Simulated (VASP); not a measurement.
**Sb: single point with PBE+D3(BJ)**

Sb:

```
CELL_PARAMETERS angstrom
2.14561 1.23877 3.68729
-2.14561 1.23877 3.68729
0.00000 -2.47753 3.68729
ATOMIC_POSITIONS crystal
Sb 0.23558 0.23558 0.23558
Sb 0.76442 0.76442 0.76442
```

* Program: VASP 6.6.1
* Task: single point
* Functional: PBE
* Dispersion: D3(BJ)
* Potentials or basis: VASP PAW PBE potentials, release 64 (Sb)
* Cutoff: 520 eV
* k mesh: 6 × 6 × 6
* Occupations: gaussian, width 0.1 eV
* Spin: no spin polarisation
* Dipole correction: no
* Further INCAR settings: ALGO = Normal; EDIFF = 1e-07; NBANDS = 12

```json
{
 "Pressure": "1.1 GPa",
 "Largest force": "0.024 eV/Å",
 "Band gap on the k mesh": "zero (bands 5 and 6 overlap by 0.28 eV)",
 "Dispersion energy per atom": "-0.486 eV"
}
```

Forces in eV/Å, atoms in the order of the input:
```
Sb   0.000  0.000  0.024
Sb   0.000  0.000 -0.024
```

Stress tensor (GPa, compression positive):
```
1.16 0.00 0.00
0.00 1.16 0.00
0.00 0.00 0.89
```

Levels at points of the mesh, in eV from the Fermi level:
```tsv
k point	band 2	band 3	band 4	band 5	band 6	band 7	band 8	band 9
(0.00, 0.00, 0.00)	-4.70	-2.13	-1.90	-1.90	2.23	2.76	2.76	4.90
(0.50, 0.00, 0.00)	-9.84	-1.90	-1.76	-0.39	-0.22	0.13	0.25	7.73
(0.50, 0.50, 0.00)	-7.99	-5.71	-3.93	-3.84	1.48	5.05	5.50	7.17
(0.50, 0.50, 0.50)	-9.27	-1.35	-1.35	-0.46	-0.08	-0.08	0.96	7.21
```

It took 19 s on 1 thread of AMD EPYC 7R13 Processor (Zen 3), on a shared host, peak memory 0.18 GiB.

Caveat: spin-orbit coupling is left out, which moves the levels of the heavy elements.
